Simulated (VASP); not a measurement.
# SnSe2 (P-3m1) in VASP: further runs, part 2 of 2

VASP 6.6.1. The steps go on from the part before.

### Step 4. Single point, PBEsol

This run uses another cell than the first one, of the same volume but with other edges.

Input file INCAR:

```
PREC     = Accurate       # precision mode
ENCUT    = 520            # plane-wave cutoff, eV
EDIFF    = 1E-7           # SCF threshold, eV
ISMEAR   = 0              # smearing method
SIGMA    = 0.05           # smearing width, eV
LREAL    = False          # projectors in reciprocal space
LASPH    = True           # aspherical terms in the spheres
NELM     = 60             # most SCF steps
ALGO     = Normal         # electronic algorithm
ISIF     = 2              # what is computed and relaxed
LWAVE    = False          # write WAVECAR
LCHARG   = False          # write CHGCAR
GGA      = PS             # functional
NBANDS   = 20             # bands
```

Input file KPOINTS:

```
regular mesh
0
Gamma
  12 12 6
```

Input file POSCAR:

```
SnSe2
1.0
    4.1138107013      0.0000000000      0.0000000000
   -2.0569053507      3.5626645736      0.0000000000
    0.0000000000      0.0000000000      5.2960926325
Sn Se
1 2
Direct
    0.0000000000      0.0000000000      0.0000000000
    0.3333333333      0.6666666667      0.2580716066
    0.6666666667      0.3333333333      0.7419283934
```

Potentials or basis: VASP PAW PBE potentials, release 64 (Sn_d, Se).

Run with:

```
$ cat potpaw_PBE.64/Sn_d/POTCAR potpaw_PBE.64/Se/POTCAR > POTCAR
$ mpirun -np 1 vasp_std > vasp.out
```

OUTCAR:

```text
PREC = Accurate
   ENCUT = 520
   EDIFF = 1E-7
   ISMEAR = 0
   LREAL = False
   LASPH = True
   NELM = 60
   ISIF = 2
   GGA = PS

 ion  position               nearest neighbor table
   1  0.000  0.000  0.000-   2 2.74   3 2.74   2 2.74   3 2.74   3 2.74   2 2.74
   2  0.333  0.667  0.258-   1 2.74   1 2.74   1 2.74
   3  0.667  0.333  0.742-   1 2.74   1 2.74   1 2.74

  LATTYP: Found a hexagonal cell.
 ALAT       =     4.1138107013
 C/A-ratio  =     1.2873933725

  Lattice vectors:
[... 744 lines left out ...]

  FORCE on cell =-STRESS in cart. coord.  units (eV):
  Direction    XX          YY          ZZ          XY          YZ          ZX
  --------------------------------------------------------------------------------------
  -------------------------------------------------------------------------------------
  Total       -1.2460131     -1.2460131      1.8332900      0.0000000      0.0000000      0.0000000
  in kB      -25.7192538    -25.7192538     37.8413771      0.0000000      0.0000000      0.0000000
  external PRESSURE =      -4.5323769 kB  Pullay stress =       0.0000000 kB

 VOLUME and BASIS-vectors are now :
 -----------------------------------------------------------------------------
  energy-cutoff  :      520.00
  volume of cell :       77.62
      direct lattice vectors                 reciprocal lattice vectors
     4.113810701  0.000000000  0.000000000     0.243083621  0.140344394  0.000000000
    -2.056905351  3.562664574  0.000000000     0.000000000  0.280688788  0.000000000
     0.000000000  0.000000000  5.296092632     0.000000000  0.000000000  0.188818450

 POSITION                                       TOTAL-FORCE (eV/Angst)
 -----------------------------------------------------------------------------------
      0.00000      0.00000      0.00000        -0.000000      0.000000     -0.000000
     -0.00000      2.37511      1.36677         0.000000      0.000000      0.842964
      2.05691      1.18755      3.92932         0.000000     -0.000000     -0.842964
 -----------------------------------------------------------------------------------
    total drift:                                0.000000      0.000000     -0.000000

  FREE ENERGIE OF THE ION-ELECTRON SYSTEM (eV)
  ---------------------------------------------------
  free  energy   TOTEN  =       -12.6660775926 eV

  energy  without entropy=      -12.6656505736  energy(sigma->0) =      -12.66586408
```

OSZICAR:

```text
N       E                     dE             d eps       ncg     rms          rms(c)
DAV:   1     0.200735185079E+03    0.20074E+03   -0.12095E+04  4132   0.147E+03
DAV:   2     0.103566672420E+02   -0.19038E+03   -0.18322E+03  4268   0.385E+02
DAV:   3    -0.121453757863E+02   -0.22502E+02   -0.22008E+02  4912   0.113E+02
DAV:   4    -0.129469199927E+02   -0.80154E+00   -0.79991E+00  4720   0.219E+01
DAV:   5    -0.129661113813E+02   -0.19191E-01   -0.19189E-01  5444   0.360E+00    0.477E+00
DAV:   6    -0.126886355878E+02    0.27748E+00   -0.56548E-01  5768   0.765E+00    0.303E+00
DAV:   7    -0.126680887318E+02    0.20547E-01   -0.14031E-01  4676   0.231E+00    0.103E+00
DAV:   8    -0.126659509680E+02    0.21378E-02   -0.12047E-02  4924   0.109E+00    0.253E-01
DAV:   9    -0.126660543025E+02   -0.10333E-03   -0.13241E-03  4592   0.323E-01    0.790E-02
DAV:  10    -0.126660602418E+02   -0.59393E-05   -0.11731E-04  4732   0.787E-02    0.265E-02
DAV:  11    -0.126660769400E+02   -0.16698E-04   -0.21716E-05  4408   0.302E-02    0.521E-03
DAV:  12    -0.126660773806E+02   -0.44058E-06   -0.28424E-06  4840   0.999E-03    0.476E-03
DAV:  13    -0.126660775448E+02   -0.16424E-06   -0.83986E-07  4404   0.667E-03    0.183E-03
DAV:  14    -0.126660775926E+02   -0.47755E-07   -0.28949E-08  2964   0.127E-03
   1 F= -.12666078E+02 E0= -.12665864E+02  d E =-.427019E-03
```

stdout:

```text
POSCAR found type information on POSCAR SnSe
 POSCAR found :  2 types and       3 ions
 scaLAPACK will be used
 -----------------------------------------------------------------------------
|                                                                             |
|                                                                             |
|     You enforced a specific xc type in the INCAR file but a different       |
|     I HOPE YOU KNOW WHAT YOU ARE DOING!                                     |
|                                                                             |
 -----------------------------------------------------------------------------

 LDA part: xc-table for (Slater+PW92), standard interpolation
 POSCAR, INCAR and KPOINTS ok, starting setup
 FFT: planning ... GRIDC
 FFT: planning ... GRID_SOFT
 FFT: planning ... GRID
 WAVECAR not read
 entering main loop
```

Wall time 3.5 min (1 thread of Intel Xeon Platinum 8488C (Sapphire Rapids), shared host); peak memory 0.29 GiB.

What came out:

| Quantity | Value |
| --- | --- |
| Free energy | -12.6661 eV |
| Pressure | -0.5 GPa |
| Largest force | 0.843 eV/Å |
| Band gap on the k mesh | zero (band 13 reaches 4.83 eV, above the bottom of band 14 at 4.69 eV) |

Forces on the atoms (eV/Å):
```
Sn   0.000  0.000  0.000
Se   0.000  0.000  0.843
Se   0.000  0.000 -0.843
```

Levels at points of the mesh, in eV from the Fermi level:
```csv
k point,band 9,band 10,band 11,band 12,band 13,band 14,band 15,band 16,band 17,band 18
"(0.00, 0.00, 0.00)",-1.98,-1.98,-1.89,-1.89,-0.96,0.27,1.29,3.52,3.52,7.86
"(0.50, 0.00, 0.00)",-4.34,-3.99,-3.28,-1.78,-0.86,0.33,2.80,4.44,4.70,7.41
"(0.00, 0.00, 0.50)",-2.26,-2.16,-2.16,-1.48,-1.48,0.83,1.39,2.73,2.73,6.57
"(0.50, 0.00, 0.50)",-5.47,-3.55,-1.95,-1.87,-1.85,0.99,3.45,5.20,5.90,6.58
```

Caveat: the PAW data sets were made with another functional, which shifts forces and pressure a little; spin-orbit coupling is left out, which moves the levels of the heavy elements.

### Step 5. Single point, PBEsol

This run uses another cell than the first one, of the same volume but with other edges.

Input file INCAR:

```
SYSTEM = SnSe2
  PREC = Accurate
  ENCUT = 520
  EDIFF = 1E-7
  ISMEAR = 0
  SIGMA = 0.05
  LREAL = .FALSE.
  LASPH = .TRUE.
  NELM = 100
  ALGO = Normal
  ISIF = 2
  LWAVE = .FALSE.
  LCHARG = .TRUE.
  GGA = PS
  LELF = .TRUE.
  LVHAR = .TRUE.
  NBANDS = 20
```

Input file KPOINTS:

```
Automatic mesh
0
G
  12 12 6
  0 0 0
```

Input file POSCAR:

```
SnSe2
1.0
    3.4991281528      0.0000000000      0.0000000000
   -1.7495640764      3.0303338714      0.0000000000
    0.0000000000      0.0000000000      7.3202258894
Sn Se
1 2
Direct
    0.0000000000      0.0000000000      0.0000000000
    0.3333333333      0.6666666667      0.2580716066
    0.6666666667      0.3333333333      0.7419283934
```

Run with:

```
$ cat potpaw_PBE.64/Sn_d/POTCAR potpaw_PBE.64/Se/POTCAR > POTCAR
$ mpirun -np 1 vasp_std > vasp.out
```

Run time: 3.7 min. Hardware: 1 thread of Intel Xeon Platinum 8488C (Sapphire Rapids), shared host; peak memory 0.29 GiB.

The run converged. Its results:

* Free energy: -12.1399 eV
* Pressure: 1.1 GPa
* Largest force: 1.340 eV/Å
* Band gap on the k mesh: zero (band 13 reaches 5.03 eV, above the bottom of band 14 at 3.99 eV)

Forces in eV/Å, atoms in the order of the input:
```
Sn   0.000  0.000  0.000
Se   0.000  0.000 -1.340
Se   0.000  0.000  1.340
```

Stress tensor (GPa, compression positive):
```
  7.66   0.00   0.00
  0.00   7.66   0.00
  0.00   0.00 -12.00
```

Levels at points of the mesh, in eV from the Fermi level:
```
           k point  band 10  band 11  band 12  band 13  band 14  band 15  band 16  band 17
(0.00, 0.00, 0.00)     0.08     0.08     0.17     0.29     0.29     4.13     5.27     5.27
(0.50, 0.00, 0.00)    -4.09    -2.61    -1.88    -0.55     0.13     2.62     3.77     4.45
(0.00, 0.00, 0.50)     0.03     0.03     0.35     0.35     2.03     3.77     5.20     5.20
(0.50, 0.00, 0.50)    -3.62    -2.14    -1.79    -0.71    -0.69     1.88     4.00     4.62
```

Caveat: the PAW data sets were made with another functional, which shifts forces and pressure a little; spin-orbit coupling is left out, which moves the levels of the heavy elements; this functional lacks dispersion, which binds the layers, so the pressure and a relaxed spacing across them are unreliable.

### Step 6. Single point, PBEsol

This run uses another cell than the first one, of the same volume but with other edges.

Input file INCAR:

```
SYSTEM = SnSe2
ALGO = Normal
EDIFF = 1E-7
ENCUT = 520
GGA = PS
ISIF = 2
ISMEAR = 0
LASPH = .TRUE.
LCHARG = .FALSE.
LREAL = .FALSE.
LWAVE = .FALSE.
NBANDS = 20
NELM = 80
PREC = Accurate
SIGMA = 0.05
```

Input file KPOINTS:

```
k-points
0
G
  12 12 6
  0 0 0
```

Input file POSCAR:

```
SnSe2
1.0
    3.9265550456      0.0000000000      0.0000000000
   -1.9632775228      3.4004964189      0.0000000000
    0.0000000000      0.0000000000      5.8132740839
Sn Se
1 2
Direct
    0.0000000000      0.0000000000      0.0000000000
    0.3333333333      0.6666666667      0.2580716066
    0.6666666667      0.3333333333      0.7419283934
```

Potentials or basis: VASP PAW PBE potentials, release 64 (Sn_d, Se).

Run with:

```
$ cat potpaw_PBE.64/Sn_d/POTCAR potpaw_PBE.64/Se/POTCAR > POTCAR
$ mpirun -np 1 vasp_std > vasp.out
```

Run time: 4.4 min. Hardware: 1 thread of Intel Xeon Platinum 8488C (Sapphire Rapids), shared host; peak memory 0.3 GiB.

The run converged. Its results:

* Free energy: -12.9221 eV
* Pressure: 0.0 GPa
* Largest force: 0.444 eV/Å
* Band gap on the k mesh: 0.08 eV, indirect (the least direct gap lies 4.1 meV higher)

Forces on the atoms (eV/Å):
```
Sn   0.000  0.000  0.000
Se   0.000  0.000  0.444
Se   0.000  0.000 -0.444
```

Stress tensor (GPa, compression positive):
```
-1.35  0.00  0.00
 0.00 -1.35  0.00
 0.00  0.00  2.80
```

Levels at points of the mesh, in eV from the valence-band top:
```csv
k point,band 10,band 11,band 12,band 13,band 14,band 15,band 16,band 17
"(0.00, 0.00, 0.00)",-1.30,-1.09,-1.09,0.00,0.08,2.11,3.96,3.96
"(0.50, 0.00, 0.00)",-3.30,-3.26,-1.71,-0.69,0.69,3.13,4.72,4.84
"(0.00, 0.00, 0.50)",-1.45,-1.45,-0.83,-0.83,1.68,2.06,3.51,3.51
"(0.50, 0.00, 0.50)",-2.98,-2.12,-1.37,-1.33,0.60,3.74,4.52,5.74
```

Caveat: the PAW data sets were made with another functional, which shifts forces and pressure a little; spin-orbit coupling is left out, which moves the levels of the heavy elements.

### Step 7. The runs side by side

| cell | gap on the mesh (eV) | pressure (GPa) | largest force (eV/Å) |
| --- | --- | --- | --- |
| a = 4.032, b = 4.032, c = 5.515 Å, angles 90.0, 90.0, 120.0°, 3 atoms | none | -0.2 | 0.72 |
| a = 3.594, b = 3.594, c = 6.940 Å, angles 90.0, 90.0, 120.0°, 3 atoms | none | 0.5 | 1.10 |
| a = 4.114, b = 4.114, c = 5.296 Å, angles 90.0, 90.0, 120.0°, 3 atoms | none | -0.5 | 0.84 |
| a = 3.499, b = 3.499, c = 7.320 Å, angles 90.0, 90.0, 120.0°, 3 atoms | none | 1.1 | 1.34 |
| a = 3.927, b = 3.927, c = 5.813 Å, angles 90.0, 90.0, 120.0°, 3 atoms | 0.08 | 0.0 | 0.44 |

Alike in all rows: task single point; level PBEsol; potentials or basis VASP PAW PBE potentials, release 64 (Sn_d, Se); no spin polarisation; k mesh 12 × 12 × 6; cutoff (eV) 520; smearing gaussian 0.05 eV.

Caveats: the PAW data sets were made with another functional, which shifts forces and pressure a little; spin-orbit coupling is left out, which moves the levels of the heavy elements; this functional lacks dispersion, which binds the layers, so the pressure and a relaxed spacing across them are unreliable (some runs).

Absolute energies hang on the potentials; compare differences alone.
